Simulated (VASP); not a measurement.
# TiTe2 (P-3m1) in VASP: notebook

Aim: see how the results for TiTe2 move with the level of theory and the settings. Levels: revPBE, BLYP, r2SCAN. Tasks: single point.

Program: VASP 6.6.1. These are calculated values, not measurements. Logs are shortened: lines on timing, memory, paths and dates and some standing lists are left out, and cuts for length are marked.

## Step 1: The cell of the first run

Symmetry: P-3m1, No. 164, trigonal system. Conventional cell: a = 3.777 Å, b = 3.777 Å, c = 6.498 Å, α = 90.00°, β = 90.00°, γ = 120.00°. Within 3.7 Å of Te (site symmetry 3m) lie 3 Ti at 2.77 Å. Ti (site symmetry -3m) has 6 Te at 2.77 Å within 3.7 Å.

## Step 2: Single point, revPBE

Contents of INCAR:

```
SYSTEM = TiTe2
PREC = Accurate
ENCUT = 520
EDIFF = 1E-6
ISMEAR = -1
SIGMA = 0.05
LREAL = .False.
LASPH = .True.
NELM = 60
ALGO = Normal
ISIF = 2
LWAVE = .False.
LCHARG = .False.
GGA = RE
NBANDS = 19
```

Contents of KPOINTS:

```
regular mesh
0
Gamma
  5 5 3
  0 0 0
```

Contents of POSCAR:

```
TiTe2
1.0
    3.7770000000      0.0000000000      0.0000000000
   -1.8885000000      3.2709779501      0.0000000000
    0.0000000000      0.0000000000      6.4980000000
Te Ti
2 1
Direct
    0.3333333333      0.6666666667      0.7372000000
    0.6666666667      0.3333333333      0.2628000000
    0.0000000000      0.0000000000      0.0000000000
```

Potentials or basis: VASP PAW PBE potentials, release 64 (Te, Ti_sv).

The run is started by

```bash
$ cat potpaw_PBE.64/Te/POTCAR potpaw_PBE.64/Ti_sv/POTCAR > POTCAR
$ mpirun -np 1 vasp_std > vasp.out
```

OUTCAR:

```text
SYSTEM = TiTe2
   PREC = Accurate
   ENCUT = 520
   EDIFF = 1E-6
   ISMEAR = -1
   LREAL = .False.
   LASPH = .True.
   NELM = 60
   ISIF = 2
   GGA = RE

 ion  position               nearest neighbor table
   1  0.333  0.667  0.737-   3 2.77   3 2.77   3 2.77
   2  0.667  0.333  0.263-   3 2.77   3 2.77   3 2.77
   3  0.000  0.000  0.000-   1 2.77   2 2.77   2 2.77   1 2.77   2 2.77   1 2.77

  LATTYP: Found a hexagonal cell.
 ALAT       =     3.7770000000
 C/A-ratio  =     1.7204130262

  Lattice vectors:

 A1 = (   3.7770000000,   0.0000000000,   0.0000000000)
 A2 = (  -1.8885000000,   3.2709779501,   0.0000000000)
 A3 = (   0.0000000000,   0.0000000000,   6.4980000000)

Analysis of symmetry for initial positions (statically):
=====================================================================
 Subroutine PRICEL returns:
 Original cell was already a primitive cell.

 Routine SETGRP: Setting up the symmetry group for a
 hexagonal supercell.

 Subroutine GETGRP returns: Found 12 space group operations
 (whereof 12 operations were pure point group operations)
 out of a pool of 24 trial point group operations.

The static configuration has the point symmetry D_3d.

Analysis of symmetry for dynamics (positions and initial velocities):
=====================================================================
 Subroutine PRICEL returns:
 Original cell was already a primitive cell.

 Routine SETGRP: Setting up the symmetry group for a
 hexagonal supercell.

 Subroutine GETGRP returns: Found 12 space group operations
 (whereof 12 operations were pure point group operations)
 out of a pool of 24 trial point group operations.

The dynamic configuration has the point symmetry D_3d.

 Subroutine INISYM returns: Found 12 space group operations
 (whereof 12 operations are pure point group operations),
 and found     1 'primitive' translations

----------------------------------------------------------------------------------------

                                     Primitive cell

  volume of cell :      80.2794

  direct lattice vectors                    reciprocal lattice vectors
     3.777000000  0.000000000  0.000000000     0.264760392  0.152859484  0.000000000
    -1.888500000  3.270977950  0.000000000     0.000000000  0.305718967  0.000000000
     0.000000000  0.000000000  6.498000000     0.000000000  0.000000000  0.153893506

  length of vectors
[... 68 lines left out ...]
   LASPH  =      T    aspherical Exc in radial PAW
   ENCUT  =  520.0 eV  38.22 Ry    6.18 a.u.   7.02  7.02 12.08*2*pi/ulx,y,z
   NELM   =     60;   NELMIN=  2; NELMDL= -5     # of ELM steps
   EDIFF  = 0.1E-05   stopping-criterion for ELM
   LREAL  =      F    real-space projection
   EDIFFG = 0.1E-04   stopping-criterion for IOM
   NSW    =      0    number of steps for IOM
   IBRION =     -1    ionic relax: 0-MD 1-quasi-New 2-CG
   NFREE  =      0    steps in history (QN), initial steepest desc. (CG)
   ISIF   =      2    stress and relaxation
   ISYM   =      2    0-nonsym 1-usesym 2-fastsym
   POTIM  = 0.5000    time-step for ionic-motion
   TEBEG  =    0.0;   TEEND  =   0.0 temperature during run
   PSTRESS=    0.0 pullay stress
   NELECT =      24.0000    total number of electrons
   NUPDOWN=      -1.0000    fix difference up-down
   EMIN   =  10.00;   EMAX   =-10.00  energy-range for DOS
   EFERMI =   0.00;   METHOD = LEGACY
   ISMEAR =    -1;   SIGMA  =   0.05  broadening in eV -4-tet -1-fermi 0-gaus
   EFERMI_NEDOS =   21; number of points for ismear=-14 and -15
   IALGO  =     38    algorithm
   IMIX   =      4    mixing-type and parameters
     AMIX     =   0.40;   BMIX     =  1.00
     AMIX_MAG =   1.60;   BMIX_MAG =  1.00
  volume/ion in A,a.u.               =      26.76       180.58
  Fermi-wavevector in a.u.,A,eV,Ry     =   1.094655  2.068597 16.303438  1.198269
  Thomas-Fermi vector in A             =   2.230964
   LORBIT       =      0    0 simple, 1 ext, 2 COOP (PROOUT), +10 PAW based schemes
   GGA     = RE    functional components
   LHFCALC =     F    Hartree Fock is set to
   AEXX    =    0.0000 exact exchange contribution
   IVDW    =     0    specifies the selected vdW correction
   LEPSILON=     F    determine dielectric tensor
   LRPA    =     F    only Hartree local field effects (RPA)
 non-spin polarized calculation
  energy-cutoff  :      520.00
  volume of cell :       80.28
 maximum number of plane-waves:      2172
   NGX = 13   NGY = 13   NGZ = 25

 number of electron      23.9999998 magnetization

 Free energy of the ion-electron system (eV)
  ---------------------------------------------------
  ext. energy  EPLUGINS =         0.00000000
  ---------------------------------------------------
  free energy    TOTEN  =       -15.21302425 eV

  energy without entropy =      -15.20104305  energy(sigma->0) =      -15.20703365

 E-fermi :   6.8545     XC(G=0):  -9.7844

 val. band max:        6.7581083909   @ k =   0.2000   0.0000   0.0000
 cond. band min:       6.9268201053   @ k =   0.0000   0.4000   0.3333
 fundamental gap:      0.1687117144
 Fermi energy:         6.8544674590

 k-point     1 :       0.0000    0.0000    0.0000
  band No.  band energies     occupation
      1     -50.7129      2.00000
      2     -26.9083      2.00000
      3     -26.9083      2.00000
      4     -26.8984      2.00000
      5      -5.4959      2.00000
      6      -3.9941      2.00000
[... 241 lines left out ...]
      6      -3.4434      2.00000
[... 11 lines left out ...]
     18      11.9763      0.00000
     19      13.2023      0.00000

------------------------ aborting loop because EDIFF is reached ----------------------------------------

  FORCE on cell =-STRESS in cart. coord.  units (eV):
  Direction    XX          YY          ZZ          XY          YZ          ZX
  --------------------------------------------------------------------------------------
  -------------------------------------------------------------------------------------
  Total        1.0591395      1.0591395      1.3490121      0.0000000      0.0000000      0.0000000
  in kB       21.1377830     21.1377830     26.9229168      0.0000000      0.0000000      0.0000000
  external PRESSURE =      23.0661609 kB  Pullay stress =       0.0000000 kB

 VOLUME and BASIS-vectors are now :
 -----------------------------------------------------------------------------
  energy-cutoff  :      520.00
  volume of cell :       80.28
      direct lattice vectors                 reciprocal lattice vectors
     3.777000000  0.000000000  0.000000000     0.264760392  0.152859484  0.000000000
    -1.888500000  3.270977950  0.000000000     0.000000000  0.305718967  0.000000000
     0.000000000  0.000000000  6.498000000     0.000000000  0.000000000  0.153893506

 POSITION                                       TOTAL-FORCE (eV/Angst)
 -----------------------------------------------------------------------------------
     -0.00000      2.18065      4.79033         0.000000     -0.000000     -0.050941
      1.88850      1.09033      1.70767        -0.000000      0.000000      0.050941
      0.00000      0.00000      0.00000        -0.000000      0.000000      0.000000
 -----------------------------------------------------------------------------------
    total drift:                                0.000000     -0.000000      0.000000

  FREE ENERGIE OF THE ION-ELECTRON SYSTEM (eV)
  ---------------------------------------------------
  free  energy   TOTEN  =       -15.2130242548 eV

  energy  without entropy=      -15.2010430480  energy(sigma->0) =      -15.20703365
```

Run time: 19 s. Hardware: 1 thread of Intel Xeon 6975P-C, shared host; peak memory 0.19 GiB.

What came out:

```
Free energy            : -15.2130 eV
Pressure               : 2.3 GPa
Largest force          : 0.051 eV/Å
Band gap on the k mesh : zero (band 12 reaches 7.29 eV, above the bottom of band 13 at 6.70 eV)
```

Forces in eV/Å, atoms in the order of the input:
```
Te   0.000  0.000 -0.051
Te   0.000  0.000  0.051
Ti   0.000  0.000  0.000
```

Levels at points of the mesh, in eV from the Fermi level:
```csv
k point,band 10,band 11,band 12,band 13,band 14,band 15
"(0.00, 0.00, 0.00)",0.39,0.43,0.43,0.61,1.11,1.11
```

Caveat: the k points lie up to 0.38 Å⁻¹ apart; the PAW data sets were made with another functional, which shifts forces and pressure a little; spin-orbit coupling is left out, which moves the levels of the heavy elements; this functional lacks dispersion, which binds the layers, so the pressure and a relaxed spacing across them are unreliable.

## Step 3: Single point, BLYP

Contents of INCAR:

```
  AGGAC = 1.0
  AGGAX = 1.0
  ALDAC = 0.0
  ALDAX = 1.0
  ALGO = Normal
  EDIFF = 1E-6
  ENCUT = 520
  GGA = B5
  ISIF = 2
  ISMEAR = -1
  LASPH = T
  LCHARG = F
  LREAL = F
  LWAVE = F
  NBANDS = 19
  NELM = 80
  PREC = Accurate
  SIGMA = 0.05
```

Contents of KPOINTS:

```
k-points
0
Gamma
  5 5 3
```

POSCAR is that of step 2.

Potentials or basis: VASP PAW PBE potentials, release 64 (Te, Ti_sv).

The run is started by

```bash
$ cat potpaw_PBE.64/Te/POTCAR potpaw_PBE.64/Ti_sv/POTCAR > POTCAR
$ mpirun -np 1 vasp_std > vasp.out
```

Wall time 42 s (1 thread of Intel Xeon 6975P-C, shared host); peak memory 0.19 GiB.

The run converged. Its results:

```yaml
Free_energy: -13.8504 eV
Pressure: 5.4 GPa
Largest_force: 0.068 eV/Å
Band_gap_on_the_k_mesh: zero (band 12 reaches 7.61 eV, above the bottom of band 13 at 7.09 eV)
```

Forces on the atoms (eV/Å):
```
Te   0.000  0.000 -0.068
Te   0.000  0.000  0.068
Ti   0.000  0.000  0.000
```

Stress tensor (GPa, compression positive):
```
5.61 0.00 0.00
0.00 5.61 0.00
0.00 0.00 5.07
```

Levels at points of the mesh, in eV from the Fermi level:
| k point | band 10 | band 11 | band 12 | band 13 | band 14 | band 15 |
| --- | --- | --- | --- | --- | --- | --- |
| (0.00, 0.00, 0.00) | 0.38 | 0.38 | 0.38 | 0.58 | 1.05 | 1.05 |

Caveat: the k points lie up to 0.38 Å⁻¹ apart; the PAW data sets were made with another functional, which shifts forces and pressure a little; spin-orbit coupling is left out, which moves the levels of the heavy elements; this functional lacks dispersion, which binds the layers, so the pressure and a relaxed spacing across them are unreliable.

## Step 4: Single point, r2SCAN

POSCAR is that of step 3.

Contents of INCAR.step1:

```
SYSTEM = TiTe2
PREC = Accurate
ENCUT = 520
ISMEAR = -1
SIGMA = 0.05
LREAL = .FALSE.
LASPH = .TRUE.
NELM = 80
NBANDS = 19
GGA = PE
ALGO = Normal
EDIFF = 1E-4
LWAVE = .TRUE.
LCHARG = .FALSE.
```

Contents of INCAR.step2:

```
SYSTEM = TiTe2
PREC = Accurate
ENCUT = 520
EDIFF = 1E-7
ISMEAR = -1
SIGMA = 0.05
LREAL = .FALSE.
LASPH = .TRUE.
NELM = 80
ALGO = Normal
ISIF = 2
LWAVE = .FALSE.
LCHARG = .FALSE.
METAGGA = R2SCAN
LMIXTAU = .TRUE.
NBANDS = 19
ISTART = 1
```

Contents of KPOINTS:

```
Automatic mesh
0
G
  5 5 3
  0 0 0
```

Potentials or basis: VASP PAW PBE potentials, release 64 (Te, Ti_sv).

The run is started by

```bash
$ cat potpaw_PBE.64/Te/POTCAR potpaw_PBE.64/Ti_sv/POTCAR > POTCAR
$ cp INCAR.step1 INCAR
$ mpirun -np 1 vasp_std > vasp.out
$ cp INCAR.step2 INCAR
$ mpirun -np 1 vasp_std > vasp.out
```

OUTCAR:

```text
SYSTEM = TiTe2
   PREC = Accurate
   ENCUT = 520
   EDIFF = 1E-7
   ISMEAR = -1
   LREAL = .FALSE.
   LASPH = .TRUE.
   NELM = 80
   ISIF = 2
   METAGGA = R2SCAN
   ISTART = 1

 ion  position               nearest neighbor table
   1  0.333  0.667  0.737-   3 2.77   3 2.77   3 2.77
   2  0.667  0.333  0.263-   3 2.77   3 2.77   3 2.77
   3  0.000  0.000  0.000-   1 2.77   2 2.77   2 2.77   1 2.77   2 2.77   1 2.77

  LATTYP: Found a hexagonal cell.
 ALAT       =     3.7770000000
 C/A-ratio  =     1.7204130262

  Lattice vectors:

 A1 = (   3.7770000000,   0.0000000000,   0.0000000000)
 A2 = (  -1.8885000000,   3.2709779501,   0.0000000000)
 A3 = (   0.0000000000,   0.0000000000,   6.4980000000)

Analysis of symmetry for initial positions (statically):
=====================================================================
 Subroutine PRICEL returns:
 Original cell was already a primitive cell.

 Routine SETGRP: Setting up the symmetry group for a
 hexagonal supercell.
[... 150 lines left out ...]
  ---------------------------------------------------
  free energy    TOTEN  =       -66.24507243 eV

  energy without entropy =      -66.23645206  energy(sigma->0) =      -66.24076224

 E-fermi :   6.7921     XC(G=0): -10.3462

 val. band max:        6.6637571480   @ k =   0.4000   0.0000   0.3333
 cond. band min:       6.8810419811   @ k =   0.0000   0.4000   0.3333
 fundamental gap:      0.2172848331
 Fermi energy:         6.7921219981

 k-point     1 :       0.0000    0.0000    0.0000
  band No.  band energies     occupation
      1     -53.2372      2.00000
      2     -28.4375      2.00000
      3     -28.4375      2.00000
      4     -28.4237      2.00000
      5      -6.1837      2.00000
      6      -4.5968      2.00000
[... 241 lines left out ...]
      6      -4.0152      2.00000
[... 11 lines left out ...]
     18      12.1724      0.00000
     19      13.4985      0.00000

------------------------ aborting loop because EDIFF is reached ----------------------------------------

  FORCE on cell =-STRESS in cart. coord.  units (eV):
  Direction    XX          YY          ZZ          XY          YZ          ZX
  --------------------------------------------------------------------------------------
  -------------------------------------------------------------------------------------
  Total        0.5895448      0.5895448      0.4708460     -0.0000000     -0.0000000      0.0000000
  in kB       11.7658445     11.7658445      9.3969111     -0.0000000     -0.0000000      0.0000000
  external PRESSURE =      10.9762000 kB  Pullay stress =       0.0000000 kB

 VOLUME and BASIS-vectors are now :
 -----------------------------------------------------------------------------
  energy-cutoff  :      520.00
  volume of cell :       80.28
      direct lattice vectors                 reciprocal lattice vectors
     3.777000000  0.000000000  0.000000000     0.264760392  0.152859484  0.000000000
    -1.888500000  3.270977950  0.000000000     0.000000000  0.305718967  0.000000000
     0.000000000  0.000000000  6.498000000     0.000000000  0.000000000  0.153893506

 POSITION                                       TOTAL-FORCE (eV/Angst)
 -----------------------------------------------------------------------------------
     -0.00000      2.18065      4.79033         0.000000      0.000000      0.183581
      1.88850      1.09033      1.70767         0.000000      0.000000     -0.183581
      0.00000      0.00000      0.00000        -0.000000      0.000000      0.000000
 -----------------------------------------------------------------------------------
    total drift:                                0.000000     -0.000000     -0.000000

  FREE ENERGIE OF THE ION-ELECTRON SYSTEM (eV)
  ---------------------------------------------------
  free  energy   TOTEN  =       -66.2450724256 eV

  energy  without entropy=      -66.2364520555  energy(sigma->0) =      -66.24076224
```

OUTCAR.step1:

```text
SYSTEM = TiTe2
   PREC = Accurate
   ENCUT = 520
   ISMEAR = -1
   LREAL = .FALSE.
   LASPH = .TRUE.
[... 473 lines left out ...]
     -0.00000      2.18065      4.79033         0.000000      0.000000     -0.009893
      1.88850      1.09033      1.70767         0.000000     -0.000000      0.009893
      0.00000      0.00000      0.00000        -0.000000      0.000000      0.000000
 -----------------------------------------------------------------------------------
    total drift:                                0.000000     -0.000000     -0.000000

  FREE ENERGIE OF THE ION-ELECTRON SYSTEM (eV)
  ---------------------------------------------------
  free  energy   TOTEN  =       -16.1903324294 eV

  energy  without entropy=      -16.1785481853  energy(sigma->0) =      -16.18444031
```

It took 85 s on 1 thread of Intel Xeon 6975P-C, shared host; peak memory 0.2 GiB.

What came out:

| Quantity | Value |
| --- | --- |
| Free energy | -66.2451 eV |
| Pressure | 1.1 GPa |
| Largest force | 0.184 eV/Å |
| Band gap on the k mesh | zero (band 12 reaches 7.25 eV, above the bottom of band 13 at 6.66 eV) |

Forces on the atoms (eV/Å):
```
Te   0.000  0.000  0.184
Te   0.000  0.000 -0.184
Ti   0.000  0.000  0.000
```

Stress tensor (GPa, compression positive):
```
1.18 0.00 0.00
0.00 1.18 0.00
0.00 0.00 0.94
```

Levels at points of the mesh, in eV from the Fermi level:
```tsv
k point	band 10	band 11	band 12	band 13	band 14	band 15
(0.00, 0.00, 0.00)	0.43	0.43	0.45	0.47	0.98	0.98
```

Caveat: the k points lie up to 0.38 Å⁻¹ apart; the PAW data sets were made with another functional, which shifts forces and pressure a little; spin-orbit coupling is left out, which moves the levels of the heavy elements.

## Step 5: Summary

| level | gap on the mesh (eV) | pressure (GPa) | largest force (eV/Å) |
| --- | --- | --- | --- |
| revPBE | none | 2.3 | 0.05 |
| BLYP | none | 5.4 | 0.07 |
| r2SCAN | none | 1.1 | 0.18 |

Alike in all rows: task single point; potentials or basis VASP PAW PBE potentials, release 64 (Te, Ti_sv); no spin polarisation; cell as given; k mesh 5 × 5 × 3; cutoff (eV) 520; smearing fermi-dirac 0.05 eV.

Caveats: all runs use coarse meshes; the PAW data sets were made with another functional, which shifts forces and pressure a little; spin-orbit coupling is left out, which moves the levels of the heavy elements; this functional lacks dispersion, which binds the layers, so the pressure and a relaxed spacing across them are unreliable (some runs).

Total energies depend on the potentials used, so only differences within one code and one set of settings carry meaning.
